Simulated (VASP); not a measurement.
Crystal: Ta.

```
CELL_PARAMETERS angstrom
-1.62348 1.62348 1.62348
1.62348 -1.62348 1.62348
1.62348 1.62348 -1.62348
ATOMIC_POSITIONS crystal
Ta 0.00000 0.00000 0.00000
```

Base run:

| Item | Value |
| --- | --- |
| Program | VASP 6.6.1 |
| Functional | LDA |
| Potentials or basis | VASP PAW LDA potentials, release 64 (Ta_sv_GW) |
| Cutoff | 500 eV |
| k mesh | 8 × 8 × 8 |
| Occupations | gaussian, width 0.1 eV |
| Spin | no spin polarisation |

Its results: pressure -0.5 GPa.

Question: The run is repeated on the same cell with these changes: potentials or basis from VASP PAW LDA potentials, release 64 (Ta_sv_GW) to VASP PAW LDA potentials, release 64 (Ta_pv); cutoff from 500 eV to 520 eV; further incar settings from ALGO = Normal; EDIFF = 1e-06; NBANDS = 12 to ALGO = Fast; EDIFF = 1e-06; NBANDS = 12; valence electrons from 13 to 11. What comes out?

Answer: Pressure 1.1 GPa.
